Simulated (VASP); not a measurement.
# MnS (Fm-3m) in VASP: further runs

MnS is run at these levels: PBE+U, PBE; tasks: single point.

All numbers are computed with VASP 6.6.1; they aren't measurements. Logs are shortened: lines on timing, memory, paths and dates and some standing lists are left out, and cuts for length are marked.

**1. The cell of the first run**

Symmetry: Fm-3m, No. 225, cubic system. Conventional cell: a = 5.209 Å, b = 5.209 Å, c = 5.209 Å, α = 90.00°, β = 90.00°, γ = 90.00°. Mn (site symmetry m-3m) has 6 S at 2.60 Å within 3.4 Å. S (site symmetry m-3m) has 6 Mn at 2.60 Å within 3.4 Å.

**2. Single point, PBE+U**

INCAR

```
ALGO = Normal
EDIFF = 1E-6
ENCUT = 520
GGA = PE
ISIF = 2
ISMEAR = -1
LASPH = True
LCHARG = False
LDAU = True
LDAUJ = 0 0
LDAUL = 2 -1
LDAUPRINT = 1
LDAUTYPE = 2
LDAUU = 4 0
LMAXMIX = 4
LREAL = False
LWAVE = False
NBANDS = 27
NELM = 150
PREC = Accurate
SIGMA = 0.05
```

KPOINTS

```
k-points
0
Gamma
  4 8 8
```

POSCAR

```
MnS
1.0
    0.0000000000      5.2090000000      5.2090000000
    2.6045000000      0.0000000000      2.6045000000
    2.6045000000      2.6045000000      0.0000000000
Mn S
2 2
Direct
    0.0000000000      0.0000000000      0.0000000000
    0.5000000000      0.0000000000      0.0000000000
    0.2500000000      0.5000000000      0.5000000000
    0.7500000000      0.5000000000      0.5000000000
```

Potentials or basis: VASP PAW PBE potentials, release 64 (Mn_pv, S).

Started as:

```bash
$ cat potpaw_PBE.64/Mn_pv/POTCAR potpaw_PBE.64/S/POTCAR > POTCAR
$ mpirun -np 1 vasp_std > vasp.out
```

OUTCAR:

```text
EDIFF = 1E-6
   ENCUT = 520
   GGA = PE
   ISIF = 2
   ISMEAR = -1
   LASPH = True
   LREAL = False
   NELM = 150
   PREC = Accurate

 ion  position               nearest neighbor table
   1  0.000  0.000  0.000-   4 2.60   3 2.60   4 2.60   3 2.60   4 2.60   3 2.60
   2  0.500  0.000  0.000-   3 2.60   3 2.60   4 2.60   3 2.60   4 2.60   4 2.60
   3  0.250  0.500  0.500-   1 2.60   1 2.60   2 2.60   1 2.60   2 2.60   2 2.60
   4  0.750  0.500  0.500-   2 2.60   1 2.60   2 2.60   1 2.60   2 2.60   1 2.60

  LATTYP: Found a trigonal (rhomboedric) cell.
 ALAT       =     6.3796960351
 COS(alpha) =     0.8333333333

  Lattice vectors:

 A1 = (   2.6045000000,  -2.6045000000,  -5.2090000000)
 A2 = (   5.2090000000,  -2.6045000000,  -2.6045000000)
 A3 = (   2.6045000000,  -5.2090000000,  -2.6045000000)

Analysis of symmetry for initial positions (statically):
=====================================================================
 Subroutine PRICEL returns following result:

  LATTYP: Found a face centered cubic cell.
 ALAT       =     5.2090000000

  Lattice vectors:

 A1 = (   0.0000000000,   2.6045000000,   2.6045000000)
 A2 = (   2.6045000000,   0.0000000000,   2.6045000000)
 A3 = (   2.6045000000,   2.6045000000,   0.0000000000)

   2 primitive cells build up your supercell.

 Routine SETGRP: Setting up the symmetry group for a
 trigonal (rhombohedral) supercell.

 Subroutine GETGRP returns: Found 12 space group operations
 (whereof 12 operations were pure point group operations)
 out of a pool of 12 trial point group operations.

The static configuration has the point symmetry D_3d.

Analysis of symmetry for dynamics (positions and initial velocities):
=====================================================================
 Subroutine PRICEL returns following result:

  LATTYP: Found a face centered cubic cell.
 ALAT       =     5.2090000000

  Lattice vectors:

 A1 = (   0.0000000000,   2.6045000000,   2.6045000000)
 A2 = (   2.6045000000,   0.0000000000,   2.6045000000)
 A3 = (   2.6045000000,   2.6045000000,   0.0000000000)

   2 primitive cells build up your supercell.

 Routine SETGRP: Setting up the symmetry group for a
 trigonal (rhombohedral) supercell.

 Subroutine GETGRP returns: Found 12 space group operations
 (whereof 12 operations were pure point group operations)
 out of a pool of 12 trial point group operations.

The dynamic configuration has the point symmetry D_3d.

 Subroutine INISYM returns: Found 12 space group operations
 (whereof 12 operations are pure point group operations),
 and found     2 'primitive' translations

----------------------------------------------------------------------------------------

                                     Primitive cell

  volume of cell :      35.3348

  direct lattice vectors                    reciprocal lattice vectors
     0.000000000  2.604500000  2.604500000    -0.191975427  0.191975427  0.191975427
     2.604500000  0.000000000  2.604500000     0.191975427 -0.191975427  0.191975427
[... 125 lines left out ...]
  volume/ion in A,a.u.               =      17.67       119.23
  Fermi-wavevector in a.u.,A,eV,Ry     =   1.331246  2.515690 24.112464  1.772216
  Thomas-Fermi vector in A             =   2.460272
   LORBIT       =      0    0 simple, 1 ext, 2 COOP (PROOUT), +10 PAW based schemes
 LDA+U is selected, type is set to LDAUTYPE =  2
   angular momentum for each species LDAUL =     2   -1
   U (eV)           for each species LDAUU =   4.0  0.0
   J (eV)           for each species LDAUJ =   0.0  0.0
   GGA     = PE    functional components
   LHFCALC =     F    Hartree Fock is set to
   AEXX    =    0.0000 exact exchange contribution
   IVDW    =     0    specifies the selected vdW correction
   LEPSILON=     F    determine dielectric tensor
   LRPA    =     F    only Hartree local field effects (RPA)
 non-spin polarized calculation
  energy-cutoff  :      520.00
  volume of cell :       70.67
 maximum number of plane-waves:      1918
 NGX is ok and might be reduce to    56
   NGX = 27   NGY = 13   NGZ = 13

atom =   1  type =  1  l = 2

 onsite density matrix

spin component  1

  0.7707  0.0000 -0.0000 -0.0000 -0.0000
  0.0000  0.7707 -0.0000  0.0000  0.0000
 -0.0000 -0.0000  0.1157  0.0000  0.0000
 -0.0000  0.0000  0.0000  0.7707  0.0000
 -0.0000  0.0000  0.0000  0.0000  0.1157

spin component  2

  0.7707  0.0000 -0.0000 -0.0000 -0.0000
  0.0000  0.7707 -0.0000  0.0000  0.0000
 -0.0000 -0.0000  0.1157  0.0000  0.0000
 -0.0000  0.0000  0.0000  0.7707  0.0000
 -0.0000  0.0000  0.0000  0.0000  0.1157

 occupancies and eigenvectors

  o =  0.1157  v = -0.0000 -0.0000 -0.0314 -0.0000  0.9995  0.0000  0.0000  0.0000  0.0000  0.0000      0.0000  0.0000  0.0000  0.0000  0.0000  0.0000  0.0000  0.0000  0.0000  0.0000
  o =  0.1157  v =  0.0000  0.0000  0.0000  0.0000  0.0000 -0.0000 -0.0000 -0.0314 -0.0000  0.9995      0.0000  0.0000  0.0000  0.0000  0.0000  0.0000  0.0000  0.0000  0.0000  0.0000
  o =  0.1157  v = -0.0000 -0.0000 -0.9995  0.0000 -0.0314  0.0000  0.0000  0.0000  0.0000  0.0000      0.0000  0.0000  0.0000  0.0000  0.0000  0.0000  0.0000  0.0000  0.0000  0.0000
  o =  0.1157  v =  0.0000  0.0000  0.0000  0.0000  0.0000 -0.0000 -0.0000 -0.9995  0.0000 -0.0314      0.0000  0.0000  0.0000  0.0000  0.0000  0.0000  0.0000  0.0000  0.0000  0.0000
  o =  0.7707  v =  0.0000  0.0000  0.0000  0.0000  0.0000  0.5774 -0.5774  0.0000  0.5774 -0.0000      0.0000  0.0000  0.0000  0.0000  0.0000  0.0000  0.0000  0.0000  0.0000  0.0000
  o =  0.7707  v =  0.5774 -0.5774  0.0000  0.5774 -0.0000  0.0000  0.0000  0.0000  0.0000  0.0000      0.0000  0.0000  0.0000  0.0000  0.0000  0.0000  0.0000  0.0000  0.0000  0.0000
  o =  0.7707  v =  0.0056 -0.7043 -0.0000 -0.7099 -0.0000  0.0000  0.0000  0.0000  0.0000  0.0000      0.0000  0.0000  0.0000  0.0000  0.0000  0.0000  0.0000  0.0000  0.0000  0.0000
  o =  0.7707  v =  0.0000  0.0000  0.0000  0.0000  0.0000  0.0056 -0.7043 -0.0000 -0.7099 -0.0000      0.0000  0.0000  0.0000  0.0000  0.0000  0.0000  0.0000  0.0000  0.0000  0.0000
  o =  0.7707  v =  0.8165  0.4131 -0.0000 -0.4034  0.0000  0.0000  0.0000  0.0000  0.0000  0.0000      0.0000  0.0000  0.0000  0.0000  0.0000  0.0000  0.0000  0.0000  0.0000  0.0000
  o =  0.7707  v =  0.0000  0.0000  0.0000  0.0000  0.0000  0.8165  0.4131 -0.0000 -0.4034  0.0000      0.0000  0.0000  0.0000  0.0000  0.0000  0.0000  0.0000  0.0000  0.0000  0.0000

atom =   2  type =  1  l = 2

 onsite density matrix

spin component  1

  0.7707  0.0000 -0.0000 -0.0000 -0.0000
  0.0000  0.7707 -0.0000  0.0000  0.0000
 -0.0000 -0.0000  0.1157  0.0000  0.0000
 -0.0000  0.0000  0.0000  0.7707  0.0000
 -0.0000  0.0000  0.0000  0.0000  0.1157

spin component  2

  0.7707  0.0000 -0.0000 -0.0000 -0.0000
  0.0000  0.7707 -0.0000  0.0000  0.0000
 -0.0000 -0.0000  0.1157  0.0000  0.0000
 -0.0000  0.0000  0.0000  0.7707  0.0000
 -0.0000  0.0000  0.0000  0.0000  0.1157

 occupancies and eigenvectors

  o =  0.1157  v = -0.0000 -0.0000 -0.0341 -0.0000  0.9994  0.0000  0.0000  0.0000  0.0000  0.0000      0.0000  0.0000  0.0000  0.0000  0.0000  0.0000  0.0000  0.0000  0.0000  0.0000
  o =  0.1157  v =  0.0000  0.0000  0.0000  0.0000  0.0000 -0.0000 -0.0000 -0.0341 -0.0000  0.9994      0.0000  0.0000  0.0000  0.0000  0.0000  0.0000  0.0000  0.0000  0.0000  0.0000
  o =  0.1157  v =  0.0000  0.0000  0.9994 -0.0000  0.0341  0.0000  0.0000  0.0000  0.0000  0.0000      0.0000  0.0000  0.0000  0.0000  0.0000  0.0000  0.0000  0.0000  0.0000  0.0000
  o =  0.1157  v =  0.0000  0.0000  0.0000  0.0000  0.0000  0.0000  0.0000  0.9994 -0.0000  0.0341      0.0000  0.0000  0.0000  0.0000  0.0000  0.0000  0.0000  0.0000  0.0000  0.0000
  o =  0.7707  v =  0.0000  0.0000  0.0000  0.0000  0.0000  0.5774 -0.5774  0.0000  0.5774 -0.0000      0.0000  0.0000  0.0000  0.0000  0.0000  0.0000  0.0000  0.0000  0.0000  0.0000
  o =  0.7707  v =  0.5774 -0.5774  0.0000  0.5774 -0.0000  0.0000  0.0000  0.0000  0.0000  0.0000      0.0000  0.0000  0.0000  0.0000  0.0000  0.0000  0.0000  0.0000  0.0000  0.0000
  o =  0.7707  v =  0.0000  0.0000  0.0000  0.0000  0.0000  0.4692 -0.3441 -0.0000 -0.8133 -0.0000      0.0000  0.0000  0.0000  0.0000  0.0000  0.0000  0.0000  0.0000  0.0000  0.0000
  o =  0.7707  v =  0.4692 -0.3441 -0.0000 -0.8133 -0.0000  0.0000  0.0000  0.0000  0.0000  0.0000      0.0000  0.0000  0.0000  0.0000  0.0000  0.0000  0.0000  0.0000  0.0000  0.0000
  o =  0.7707  v =  0.6682  0.7404 -0.0000  0.0722  0.0000  0.0000  0.0000  0.0000  0.0000  0.0000      0.0000  0.0000  0.0000  0.0000  0.0000  0.0000  0.0000  0.0000  0.0000  0.0000
  o =  0.7707  v =  0.0000  0.0000  0.0000  0.0000  0.0000  0.6682  0.7404 -0.0000  0.0722  0.0000      0.0000  0.0000  0.0000  0.0000  0.0000  0.0000  0.0000  0.0000  0.0000  0.0000

 number of electron      37.9999969 magnetization

 Free energy of the ion-electron system (eV)
  ---------------------------------------------------
  ext. energy  EPLUGINS =         0.00000000
  ---------------------------------------------------
  free energy    TOTEN  =       -16.72256816 eV

  energy without entropy =      -16.57329394  energy(sigma->0) =      -16.64793105

 E-fermi :   5.1622     XC(G=0): -10.6911

 val. band max:        5.1603809235   @ k =  -0.2500   0.1250   0.0000
 cond. band min:       5.1688995927   @ k =   0.0000   0.5000   0.0000
 fundamental gap:      0.0085186692
 Fermi energy:         5.1621554729

 k-point     1 :       0.0000    0.0000    0.0000
  band No.  band energies     occupation
      1     -41.7606      2.00000
      2     -41.7525      2.00000
      3     -41.7524      2.00000
      4     -41.7512      2.00000
      5     -41.7511      2.00000
      6     -41.7511      2.00000
[... 709 lines left out ...]
     26      11.6512      0.00000
     27      12.4869      0.00000

 [... further k-points ...]
[... 5 lines left out ...]
  --------------------------------------------------------------------------------------
  -------------------------------------------------------------------------------------
  Total       -6.4125227     -6.4125227     -6.4125227     -0.0003491      0.0003491     -0.0003491
  in kB     -145.3805884   -145.3805884   -145.3805884     -0.0079137      0.0079137     -0.0079137
  external PRESSURE =    -145.3805884 kB  Pullay stress =       0.0000000 kB

 VOLUME and BASIS-vectors are now :
 -----------------------------------------------------------------------------
  energy-cutoff  :      520.00
  volume of cell :       70.67
      direct lattice vectors                 reciprocal lattice vectors
     0.000000000  5.209000000  5.209000000    -0.095987714  0.095987714  0.095987714
     2.604500000  0.000000000  2.604500000     0.191975427 -0.191975427  0.191975427
     2.604500000  2.604500000  0.000000000     0.191975427  0.191975427 -0.191975427

 POSITION                                       TOTAL-FORCE (eV/Angst)
 -----------------------------------------------------------------------------------
      0.00000      0.00000      0.00000         0.000000      0.000000      0.000000
      0.00000      2.60450      2.60450        -0.000000     -0.000000     -0.000000
      2.60450      2.60450      2.60450        -0.000000      0.000000      0.000000
      2.60450      5.20900      5.20900         0.000000      0.000000      0.000000
 -----------------------------------------------------------------------------------
    total drift:                                0.000000      0.000000     -0.000000

  FREE ENERGIE OF THE ION-ELECTRON SYSTEM (eV)
  ---------------------------------------------------
  free  energy   TOTEN  =       -16.7225681559 eV

  energy  without entropy=      -16.5732939359  energy(sigma->0) =      -16.64793105
```

Wall time 2.2 min (1 thread of Oxide Virtual Turin-like, shared host); peak memory 0.19 GiB.

Results:

```
Free energy            : -16.7226 eV
Pressure               : -14.5 GPa
Band gap on the k mesh : zero (bands 19 and 20 overlap by 0.44 eV)
```

Levels at points of the mesh, in eV from the Fermi level:
```tsv
k point	band 17	band 18	band 19	band 20	band 21	band 22	band 23	band 24
(0.00, 0.00, 0.00)	-0.62	-0.13	-0.13	0.01	1.43	1.43	3.57	4.03
(0.50, 0.00, 0.00)	-0.40	-0.40	-0.31	-0.31	2.77	2.77	2.77	2.77
(0.00, 0.50, 0.00)	-0.16	-0.13	-0.13	0.01	1.83	2.53	3.13	4.03
(0.50, 0.50, 0.00)	-0.13	-0.13	-0.06	-0.06	2.65	2.65	2.97	2.97
```

Eigenvalues of the final occupation matrices:
```
    site  spin  trace               eigenvalues
site 1 d     1   2.54  0.12 0.12 0.77 0.77 0.77
site 1 d     2   2.54  0.12 0.12 0.77 0.77 0.77
site 2 d     1   2.54  0.12 0.12 0.77 0.77 0.77
site 2 d     2   2.54  0.12 0.12 0.77 0.77 0.77
```

Caveat: the cell stands under tension; the run has no spin polarisation, though such a crystal can be magnetic; U without spin polarisation on a metal has little footing. Spin polarisation is off, so any magnetic state and its effect on volume and gap are missing.

**3. Single point, PBE, collinear spin, ferromagnetic start**

INCAR

```
SYSTEM = MnS
PREC = Accurate
ENCUT = 520
EDIFF = 1E-7
ISMEAR = -1
SIGMA = 0.05
LREAL = .False.
LASPH = .True.
NELM = 150
ALGO = Normal
ISIF = 2
LWAVE = .False.
LCHARG = .False.
ISPIN = 2
MAGMOM = 4.5 4.5 0 0
LORBIT = 11
LMAXMIX = 4
GGA = PE
NBANDS = 31
```

KPOINTS

```
Automatic mesh
0
Gamma
  4 8 8
  0 0 0
```

POSCAR is that of step 2.

Potentials or basis: VASP PAW PBE potentials, release 64 (Mn_pv, S).

Started as:

```bash
$ cat potpaw_PBE.64/Mn_pv/POTCAR potpaw_PBE.64/S/POTCAR > POTCAR
$ mpirun -np 1 vasp_std > vasp.out
```

Wall time 5 min (1 thread of Oxide Virtual Turin-like, shared host); peak memory 0.25 GiB.

The run converged. Its results:

```
Free energy                                           : -28.1490 eV
Pressure                                              : -3.2 GPa
Net moment                                            : 9.38 μB per cell
Site moments                                          : Mn +4.25; S +0.10 μB
Valence electrons inside the program's atomic spheres : Mn 11.31; S 3.73
```

Levels at points of the mesh, in eV from the Fermi level:
Spin up:
```
           k point  band 22  band 23  band 24  band 25  band 26  band 27
(0.00, 0.00, 0.00)    -1.91     0.36     0.36     1.68     2.79     5.35
(0.50, 0.00, 0.00)    -0.60    -0.60    -0.60     3.52     3.52     6.89
(0.00, 0.50, 0.00)    -2.28     0.36     0.36     0.82     2.79     5.35
(0.50, 0.50, 0.00)    -1.38    -1.25    -1.25     2.93     2.93     5.78
```
Spin down:
| k point | band 12 | band 13 | band 14 | band 15 | band 16 | band 17 |
| --- | --- | --- | --- | --- | --- | --- |
| (0.00, 0.00, 0.00) | -1.70 | -1.70 | -1.70 | 0.28 | 0.28 | 0.28 |
| (0.50, 0.00, 0.00) | -2.78 | -2.78 | -2.78 | 0.71 | 0.71 | 0.71 |
| (0.00, 0.50, 0.00) | -3.39 | -3.22 | -3.22 | -0.83 | 0.75 | 1.24 |
| (0.50, 0.50, 0.00) | -4.13 | -3.32 | -3.32 | 0.34 | 0.34 | 1.29 |

Caveat: the cell stands under tension; semilocal functionals often make such compounds metallic where correlation or magnetic order opens a gap, which also shifts bond lengths; only a ferromagnetic start was run, and an antiferromagnetic order may lie lower in energy.
